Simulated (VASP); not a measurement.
# Ta2N (P-3m1) in VASP: a series of runs

Ta2N is run at these levels: r2SCAN, r2SCAN+D3(BJ); tasks: single point.

All numbers are computed with VASP 6.6.1; they aren't measurements. Logs are shortened: lines on timing, memory, paths and dates and some standing lists are left out, and cuts for length are marked.

### Step 1. The cell of the first run

Symmetry: P-3m1, No. 164, trigonal system. Conventional cell: a = 3.036 Å, b = 3.036 Å, c = 4.858 Å, α = 90.00°, β = 90.00°, γ = 120.00°. Ta (site symmetry 3m) has 3 N at 2.16 Å and 12 Ta at 2.93 to 3.06 Å within 3.1 Å. N (site symmetry -3m) has 6 Ta at 2.16 Å within 2.9 Å.

### Step 2. Single point, r2SCAN

File POSCAR:

```
Ta2N
1.0
    3.0361029089      0.0000000000      0.0000000000
   -1.5180514544      2.6293422476      0.0000000000
    0.0000000000      0.0000000000      4.8582692269
Ta N
2 1
Direct
    0.3333333333      0.6666666667      0.2584972435
    0.6666666667      0.3333333333      0.7415027565
    0.0000000000      0.0000000000      0.0000000000
```

File INCAR.step1:

```
SYSTEM = Ta2N
PREC = Accurate ; ENCUT = 520
ISMEAR = -1 ; SIGMA = 0.05
LREAL = .FALSE. ; LASPH = .TRUE.
NELM = 100 ; NBANDS = 20
GGA = PE ; ALGO = Normal
EDIFF = 1E-4 ; LWAVE = .TRUE.
LCHARG = .FALSE.
```

File INCAR.step2:

```
SYSTEM = Ta2N
PREC = Accurate ; ENCUT = 520
EDIFF = 1E-6 ; ISMEAR = -1
SIGMA = 0.05 ; LREAL = .FALSE.
LASPH = .TRUE. ; NELM = 100
ALGO = Normal ; ISIF = 2
LWAVE = .FALSE. ; LCHARG = .FALSE.
METAGGA = R2SCAN ; LMIXTAU = .TRUE.
NBANDS = 20 ; ISTART = 1
```

File KPOINTS:

```
Automatic mesh
0
G
  10 10 6
  0 0 0
```

Potentials or basis: VASP PAW PBE potentials, release 64 (Ta_pv, N).

On the command line:

```
$ cat potpaw_PBE.64/Ta_pv/POTCAR potpaw_PBE.64/N/POTCAR > POTCAR
$ cp INCAR.step1 INCAR
$ mpirun -np 1 vasp_std > vasp.out
$ cp INCAR.step2 INCAR
$ mpirun -np 1 vasp_std > vasp.out
```

OUTCAR:

```text
SYSTEM = Ta2N
   PREC = Accurate
   ENCUT = 520
   EDIFF = 1E-6
   ISMEAR = -1
   LREAL = .FALSE.
   LASPH = .TRUE.
   NELM = 100
   ISIF = 2
   METAGGA = R2SCAN
   ISTART = 1

 ion  position               nearest neighbor table
   1  0.333  0.667  0.258-   3 2.16   3 2.16   3 2.16   2 2.93   2 2.93   2 2.93   2 3.06   2 3.06
                             2 3.06
   2  0.667  0.333  0.742-   3 2.16   3 2.16   3 2.16   1 2.93   1 2.93   1 2.93   1 3.06   1 3.06
                             1 3.06
   3  0.000  0.000  0.000-   1 2.16   2 2.16   1 2.16   2 2.16   2 2.16   1 2.16

  LATTYP: Found a hexagonal cell.
 ALAT       =     3.0361029089
 C/A-ratio  =     1.6001661909

  Lattice vectors:

 A1 = (   3.0361029089,   0.0000000000,   0.0000000000)
 A2 = (  -1.5180514544,   2.6293422476,   0.0000000000)
 A3 = (   0.0000000000,   0.0000000000,   4.8582692269)

Analysis of symmetry for initial positions (statically):
=====================================================================
 Subroutine PRICEL returns:
 Original cell was already a primitive cell.

 Routine SETGRP: Setting up the symmetry group for a
 hexagonal supercell.

 Subroutine GETGRP returns: Found 12 space group operations
 (whereof 12 operations were pure point group operations)
 out of a pool of 24 trial point group operations.

The static configuration has the point symmetry D_3d.

Analysis of symmetry for dynamics (positions and initial velocities):
=====================================================================
 Subroutine PRICEL returns:
 Original cell was already a primitive cell.

 Routine SETGRP: Setting up the symmetry group for a
 hexagonal supercell.

 Subroutine GETGRP returns: Found 12 space group operations
 (whereof 12 operations were pure point group operations)
 out of a pool of 24 trial point group operations.

The dynamic configuration has the point symmetry D_3d.

 Subroutine INISYM returns: Found 12 space group operations
 (whereof 12 operations are pure point group operations),
 and found     1 'primitive' translations

----------------------------------------------------------------------------------------

                                     Primitive cell

  volume of cell :      38.7833

  direct lattice vectors                    reciprocal lattice vectors
     3.036102909  0.000000000  0.000000000     0.329369600  0.190161627  0.000000000
    -1.518051454  2.629342248  0.000000000     0.000000000  0.380323254  0.000000000
[... 86 lines left out ...]
   NELM   =    100;   NELMIN=  2; NELMDL=  0     # of ELM steps
   EDIFF  = 0.1E-05   stopping-criterion for ELM
   LREAL  =      F    real-space projection
   EDIFFG = 0.1E-04   stopping-criterion for IOM
   NSW    =      0    number of steps for IOM
   IBRION =     -1    ionic relax: 0-MD 1-quasi-New 2-CG
   NFREE  =      0    steps in history (QN), initial steepest desc. (CG)
   ISIF   =      2    stress and relaxation
   ISYM   =      2    0-nonsym 1-usesym 2-fastsym
   POTIM  = 0.5000    time-step for ionic-motion
   TEBEG  =    0.0;   TEEND  =   0.0 temperature during run
   PSTRESS=    0.0 pullay stress
   NELECT =      27.0000    total number of electrons
   NUPDOWN=      -1.0000    fix difference up-down
   EMIN   =  10.00;   EMAX   =-10.00  energy-range for DOS
   EFERMI =   0.00;   METHOD = LEGACY
   ISMEAR =    -1;   SIGMA  =   0.05  broadening in eV -4-tet -1-fermi 0-gaus
   EFERMI_NEDOS =   21; number of points for ismear=-14 and -15
   IALGO  =     38    algorithm
   IMIX   =      4    mixing-type and parameters
     AMIX     =   0.40;   BMIX     =  1.00
     AMIX_MAG =   1.60;   BMIX_MAG =  1.00
  volume/ion in A,a.u.               =      12.93        87.24
  Fermi-wavevector in a.u.,A,eV,Ry     =   1.450934  2.741868 28.643118  2.105210
  Thomas-Fermi vector in A             =   2.568489
   LORBIT       =      0    0 simple, 1 ext, 2 COOP (PROOUT), +10 PAW based schemes
   METAGGA = R2SCAN    functional components
   LHFCALC =     F    Hartree Fock is set to
   AEXX    =    0.0000 exact exchange contribution
   IVDW    =     0    specifies the selected vdW correction
   LEPSILON=     F    determine dielectric tensor
   LRPA    =     F    only Hartree local field effects (RPA)
 non-spin polarized calculation
  energy-cutoff  :      520.00
  volume of cell :       38.78
 maximum number of plane-waves:      1087
 NGX is ok and might be reduce to    24
   NGX = 11   NGY = 11   NGZ = 19

 number of electron      27.0000000 magnetization

 Free energy of the ion-electron system (eV)
  ---------------------------------------------------
  ext. energy  EPLUGINS =         0.00000000
  ---------------------------------------------------
  free energy    TOTEN  =      -108.98793338 eV

  energy without entropy =     -108.97862293  energy(sigma->0) =     -108.98327815

 E-fermi :   7.9960     XC(G=0): -14.2325

 val. band max:        7.9858619564   @ k =   0.1000   0.0000   0.0000
 cond. band min:       8.0326371790   @ k =   0.0000   0.0000   0.0000
 fundamental gap:      0.0467752226
 Fermi energy:         7.9960240022

 k-point     1 :       0.0000    0.0000    0.0000
  band No.  band energies     occupation
      1     -29.0921      2.00000
      2     -28.1470      2.00000
      3     -28.1470      2.00000
      4     -28.0103      2.00000
      5     -28.0103      2.00000
      6     -27.9445      2.00000
[... 541 lines left out ...]
     19      13.0073      0.00000
     20      13.8739      0.00000

 [... further k-points ...]

------------------------ aborting loop because EDIFF is reached ----------------------------------------

  FORCE on cell =-STRESS in cart. coord.  units (eV):
  Direction    XX          YY          ZZ          XY          YZ          ZX
  --------------------------------------------------------------------------------------
  -------------------------------------------------------------------------------------
  Total        2.7341613      2.7341613      2.6841911      0.0000000      0.0000000      0.0000000
  in kB      112.9508572    112.9508572    110.8865380      0.0000000      0.0000000      0.0000000
  external PRESSURE =     112.2627508 kB  Pullay stress =       0.0000000 kB

 VOLUME and BASIS-vectors are now :
 -----------------------------------------------------------------------------
  energy-cutoff  :      520.00
  volume of cell :       38.78
      direct lattice vectors                 reciprocal lattice vectors
     3.036102909  0.000000000  0.000000000     0.329369600  0.190161627  0.000000000
    -1.518051454  2.629342248  0.000000000     0.000000000  0.380323254  0.000000000
     0.000000000  0.000000000  4.858269227     0.000000000  0.000000000  0.205834620

 POSITION                                       TOTAL-FORCE (eV/Angst)
 -----------------------------------------------------------------------------------
     -0.00000      1.75289      1.25585        -0.000000      0.000000      0.082195
      1.51805      0.87645      3.60242         0.000000     -0.000000     -0.082195
      0.00000      0.00000      0.00000         0.000000      0.000000      0.000000
 -----------------------------------------------------------------------------------
    total drift:                               -0.000000      0.000000      0.000000

  FREE ENERGIE OF THE ION-ELECTRON SYSTEM (eV)
  ---------------------------------------------------
  free  energy   TOTEN  =      -108.9879333829 eV

  energy  without entropy=     -108.9786229266  energy(sigma->0) =     -108.98327815
```

OUTCAR.step1:

```text
SYSTEM = Ta2N
   PREC = Accurate
   ENCUT = 520
   ISMEAR = -1
   LREAL = .FALSE.
   LASPH = .TRUE.
   NELM = 100
[... 778 lines left out ...]
     -0.00000      1.75289      1.25585         0.000000     -0.000000     -0.033657
      1.51805      0.87645      3.60242        -0.000000      0.000000      0.033657
      0.00000      0.00000      0.00000         0.000000      0.000000      0.000000
 -----------------------------------------------------------------------------------
    total drift:                                0.000000      0.000000      0.000000

  FREE ENERGIE OF THE ION-ELECTRON SYSTEM (eV)
  ---------------------------------------------------
  free  energy   TOTEN  =       -34.2990072873 eV

  energy  without entropy=      -34.2887625211  energy(sigma->0) =      -34.29388490
```

Wall time 3.2 min (1 thread of Intel Xeon 8259CL, shared host); peak memory 0.2 GiB.

Results:

- Free energy: -108.9879 eV
- Pressure: 11.2 GPa
- Largest force: 0.082 eV/Å
- Band gap on the k mesh: zero (an odd number of electrons rules out a gap without spin polarisation)

Forces in eV/Å, atoms in the order of the input:
```
Ta   0.000  0.000  0.082
Ta   0.000  0.000 -0.082
N    0.000  0.000  0.000
```

Stress tensor (GPa, compression positive):
```
11.30  0.00  0.00
 0.00 11.30  0.00
 0.00  0.00 11.09
```

Caveat: the cell stands under pressure; the PAW data sets were made with another functional, which shifts forces and pressure a little; spin-orbit coupling is left out, which moves the levels of the heavy elements.

### Step 3. Single point, r2SCAN

This run uses another cell than the first one, of 13.13 Å³/atom.

File POSCAR:

```
Ta2N
1.0
    3.0526983617      0.0000000000      0.0000000000
   -1.5263491808      2.6437143313      0.0000000000
    0.0000000000      0.0000000000      4.8802846424
Ta N
2 1
Direct
    0.3333333333      0.6666666667      0.2579471457
    0.6666666667      0.3333333333      0.7420528543
    0.0000000000      0.0000000000      0.0000000000
```

File INCAR.step1:

```
PREC     = Accurate       # precision mode
ENCUT    = 520            # plane-wave cutoff, eV
ISMEAR   = -1             # smearing method
SIGMA    = 0.05           # smearing width, eV
LREAL    = False          # projectors in reciprocal space
LASPH    = True           # aspherical terms in the spheres
NELM     = 80             # most SCF steps
NBANDS   = 20             # bands
GGA      = PE             # functional
ALGO     = Normal         # electronic algorithm
EDIFF    = 1E-4           # SCF threshold, eV
LWAVE    = True           # write WAVECAR
LCHARG   = False          # write CHGCAR
```

File INCAR.step2:

```
PREC     = Accurate       # precision mode
ENCUT    = 520            # plane-wave cutoff, eV
EDIFF    = 1E-6           # SCF threshold, eV
ISMEAR   = -1             # smearing method
SIGMA    = 0.05           # smearing width, eV
LREAL    = False          # projectors in reciprocal space
LASPH    = True           # aspherical terms in the spheres
NELM     = 80             # most SCF steps
ALGO     = Normal         # electronic algorithm
ISIF     = 2              # what is computed and relaxed
LWAVE    = False          # write WAVECAR
LCHARG   = False          # write CHGCAR
METAGGA  = R2SCAN         # meta-GGA
LMIXTAU  = True         
NBANDS   = 20             # bands
ISTART   = 1
```

File KPOINTS:

```
Automatic mesh
0
Gamma
  10 10 6
```

Potentials or basis: VASP PAW PBE potentials, release 64 (Ta_pv, N).

On the command line:

```
$ cat potpaw_PBE.64/Ta_pv/POTCAR potpaw_PBE.64/N/POTCAR > POTCAR
$ cp INCAR.step1 INCAR
$ mpirun -np 1 vasp_std > vasp.out
$ cp INCAR.step2 INCAR
$ mpirun -np 1 vasp_std > vasp.out
```

Run time: 3.8 min. Hardware: 1 thread of Intel Xeon 8259CL, shared host; peak memory 0.2 GiB.

The run converged. Its results:

| Quantity | Value |
| --- | --- |
| Free energy | -109.0206 eV |
| Pressure | 6.2 GPa |
| Largest force | 0.079 eV/Å |
| Band gap on the k mesh | zero (an odd number of electrons rules out a gap without spin polarisation) |

Forces in eV/Å, atoms in the order of the input:
```
Ta   0.000  0.000  0.079
Ta   0.000  0.000 -0.079
N    0.000  0.000  0.000
```

Stress tensor (GPa, compression positive):
```
6.22 0.00 0.00
0.00 6.22 0.00
0.00 0.00 6.03
```

Levels at points of the mesh, in eV from the Fermi level:
```
           k point  band 12  band 13  band 14  band 15  band 16  band 17
(0.00, 0.00, 0.00)    -0.88    -0.25    -0.25     0.06     0.55     0.55
(0.50, 0.00, 0.00)    -2.96    -1.54     1.54     2.21     4.26     4.30
(0.00, 0.00, 0.50)    -3.01    -1.07    -1.07     1.76     2.50     2.55
(0.50, 0.00, 0.50)    -2.49    -2.30    -0.67     0.72     3.85     4.09
```

Caveat: the cell stands under pressure; the PAW data sets were made with another functional, which shifts forces and pressure a little; spin-orbit coupling is left out, which moves the levels of the heavy elements.

### Step 4. Single point, r2SCAN+D3(BJ)

This run uses another cell than the first one, of 13.21 Å³/atom.

File POSCAR:

```
Ta2N
1.0
    3.0595557089      0.0000000000      0.0000000000
   -1.5297778545      2.6496529682      0.0000000000
    0.0000000000      0.0000000000      4.8888940279
Ta N
2 1
Direct
    0.3333333333      0.6666666667      0.2577405584
    0.6666666667      0.3333333333      0.7422594416
    0.0000000000      0.0000000000      0.0000000000
```

File INCAR.step1:

```
SYSTEM = Ta2N
  PREC = Accurate
  ENCUT = 520
  ISMEAR = -1
  SIGMA = 0.05
  LREAL = .False.
  LASPH = .True.
  NELM = 60
  NBANDS = 20
  GGA = PE
  ALGO = Normal
  EDIFF = 1E-4
  LWAVE = .True.
  LCHARG = .False.
```

File INCAR.step2:

```
SYSTEM = Ta2N
  PREC = Accurate
  ENCUT = 520
  EDIFF = 1E-6
  ISMEAR = -1
  SIGMA = 0.05
  LREAL = .False.
  LASPH = .True.
  NELM = 60
  ALGO = Normal
  ISIF = 2
  LWAVE = .False.
  LCHARG = .False.
  METAGGA = R2SCAN
  LMIXTAU = .True.
  IVDW = 12
  VDW_S6 = 1.0
  VDW_S8 = 0.78981345
  VDW_A1 = 0.49484001
  VDW_A2 = 5.73083694
  NBANDS = 20
  ISTART = 1
```

File KPOINTS:

```
regular mesh
0
Gamma
  10 10 6
  0 0 0
```

On the command line:

```
$ cat potpaw_PBE.64/Ta_pv/POTCAR potpaw_PBE.64/N/POTCAR > POTCAR
$ cp INCAR.step1 INCAR
$ mpirun -np 1 vasp_std > vasp.out
$ cp INCAR.step2 INCAR
$ mpirun -np 1 vasp_std > vasp.out
```

Wall time 3.1 min (1 thread of Intel Xeon 8259CL, shared host); peak memory 0.21 GiB.

Results (log left out):

* Free energy: -109.7782 eV
* Pressure: 1.1 GPa
* Largest force: 0.076 eV/Å
* Band gap on the k mesh: zero (an odd number of electrons rules out a gap without spin polarisation)
* Dispersion energy per atom: -0.250 eV

Forces on the atoms (eV/Å):
```
Ta   0.000  0.000  0.076
Ta   0.000  0.000 -0.076
N    0.000  0.000  0.000
```

Stress tensor (GPa, compression positive):
```
1.19 0.00 0.00
0.00 1.19 0.00
0.00 0.00 1.04
```

Levels at points of the mesh, in eV from the Fermi level:
```
           k point  band 12  band 13  band 14  band 15  band 16  band 17
(0.00, 0.00, 0.00)    -0.87    -0.25    -0.25     0.06     0.53     0.53
(0.50, 0.00, 0.00)    -2.96    -1.55     1.53     2.19     4.22     4.26
(0.00, 0.00, 0.50)    -3.01    -1.07    -1.07     1.75     2.45     2.52
(0.50, 0.00, 0.50)    -2.49    -2.30    -0.65     0.72     3.81     4.04
```

Caveat: the PAW data sets were made with another functional, which shifts forces and pressure a little; spin-orbit coupling is left out, which moves the levels of the heavy elements.

### Step 5. Summary

```csv
level,cell,gap on the mesh (eV),pressure (GPa),largest force (eV/Å)
r2SCAN,"a = 3.036, b = 3.036, c = 4.858 Å, angles 90.0, 90.0, 120.0°, 3 atoms",none,11.2,0.08
r2SCAN,"a = 3.053, b = 3.053, c = 4.880 Å, angles 90.0, 90.0, 120.0°, 3 atoms",none,6.2,0.08
r2SCAN+D3(BJ),"a = 3.060, b = 3.060, c = 4.889 Å, angles 90.0, 90.0, 120.0°, 3 atoms",none,1.1,0.08
```

Alike in all rows: task single point; potentials or basis VASP PAW PBE potentials, release 64 (Ta_pv, N); no spin polarisation; k mesh 10 × 10 × 6; cutoff (eV) 520; smearing fermi-dirac 0.05 eV.

Caveats: the PAW data sets were made with another functional, which shifts forces and pressure a little; spin-orbit coupling is left out, which moves the levels of the heavy elements; the cell stands under pressure (at least some runs).

Total energies depend on the potentials used, so only differences within one code and one set of settings carry meaning.
